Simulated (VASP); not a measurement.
Runs of VASP 6.6.1 on TiO2. The structure is that of space group P4_2/mnm (No. 136), or close to it. The cells are those of the table. 

```csv
cell,gap on the mesh (eV),pressure (GPa),largest force (eV/Å)
"a = 4.672, b = 4.672, c = 3.009 Å, 6 atoms",1.74,(b),0.12
"a = 4.592, b = 4.592, c = 2.957 Å, 6 atoms",(a),6.1,0.13
"a = 4.466, b = 4.466, c = 2.876 Å, 6 atoms",2.08,(c),0.59
"a = 4.551, b = 4.551, c = 2.931 Å, 6 atoms",1.94,13.3,0.27
"a = 4.633, b = 4.633, c = 2.983 Å, 6 atoms",1.81,-0.2,-
```

Alike in all rows: task single point; level PBE; potentials or basis VASP PAW PBE potentials, release 64 (Ti_sv, O); no spin polarisation; k mesh 5 × 5 × 7; cutoff (eV) 520; smearing fermi-dirac 0.05 eV.

**Question.** Fill in the values left out.

**Answer.** (a) 1.87; (b) -5.7; (c) 31.1.

Caveats: the cell stands under pressure (at least some runs); the cell stands under tension (at least some runs); the stress differs along the axes, from 29 to 35 GPa (at least some runs).

A k mesh can miss the band edges.
